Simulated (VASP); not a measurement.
# CuO2: relaxation of cell and atoms with PBE+U

The system is CuO2.

```
Cu O
1.0
     0.00000    2.44415    2.44415
     2.44415    0.00000    2.44415
     2.44415    2.44415    0.00000
Cu O
1 2
Direct
  0.00000 0.00000 0.00000
  0.25000 0.25000 0.25000
  0.75000 0.75000 0.75000
```

```
Program                : VASP 6.6.1
Task                   : relaxation of cell and atoms
Functional             : PBE
Potentials or basis    : VASP PAW PBE potentials, release 64 (Cu_sv_GW, O)
Cutoff                 : 700 eV
k mesh                 : 14 × 14 × 14
Occupations            : gaussian, width 0.1 eV
Spin                   : no spin polarisation
Hubbard terms          : Cu d U = 4.0 eV
Dipole correction      : no
Further INCAR settings : ALGO = Normal; EDIFF = 1e-07; IBRION = 2; EDIFFG = -0.01; NSW = 80; ISIF = 3
```

The relaxed volume is 9.33 Å³/atom, the relaxed cell is a = 3.408 Å, b = 3.408 Å, c = 3.408 Å, α = 60.00°, β = 60.00°, γ = 60.00° and the space group after relaxing (to 0.1 Å) is Fm-3m (No. 225). The energy gained by relaxing is 8.7 meV/atom. The ionic steps are 3 and the pressure after relaxing is 0.0 GPa. The band gap on the k mesh is zero (an odd number of electrons rules out a gap without spin polarisation).

The path:
| step | energy change (eV) | largest force (eV/Å) | pressure (GPa) | volume (Å³) |
| --- | --- | --- | --- | --- |
| 1 | 0.0000 | 0.0000 | -6.69 | 29.20 |
| 2 | -0.0215 | 0.0000 | 3.04 | 27.52 |
| 3 | -0.0262 | 0.0000 | 0.04 | 28.00 |

Final structure:
```xyz
3
Lattice="0.0000 2.4100 2.4100 2.4100 0.0000 2.4100 2.4100 2.4100 0.0000" Properties=species:S:1:pos:R:3 pbc="T T T"
Cu    0.0000    0.0000    0.0000
O     1.2050    1.2050    1.2050
O     3.6151    3.6151    3.6151
```

Levels at points of the mesh, in eV from the Fermi level:
| k point | band 13 | band 14 | band 15 | band 16 | band 17 | band 18 | band 19 |
| --- | --- | --- | --- | --- | --- | --- | --- |
| (0.00, 0.00, 0.00) | -0.97 | -0.97 | -0.10 | -0.10 | -0.10 | 6.07 | 12.22 |
| (0.50, 0.00, 0.00) | -2.79 | -2.79 | -2.31 | 0.00 | 0.00 | 10.06 | 11.07 |
| (0.50, 0.50, 0.00) | -2.93 | -2.45 | 0.08 | 0.66 | 0.66 | 8.92 | 12.35 |

Eigenvalues of the final occupation matrices:
```csv
site,spin,trace,eigenvalues
site 1 d,1,4.42,0.84 0.84 0.84 0.95 0.95
site 1 d,2,4.42,0.84 0.84 0.84 0.95 0.95
```

It took 8.9 min on 1 thread of Intel(R) Xeon(R) Platinum 8488C (Sapphire Rapids), with other jobs on the host, peak memory 0.26 GiB.

Caveat: an odd number of electrons without spin polarisation forces a metal; a magnetic or distorted state may lie lower; U without spin polarisation on a metal has little footing.
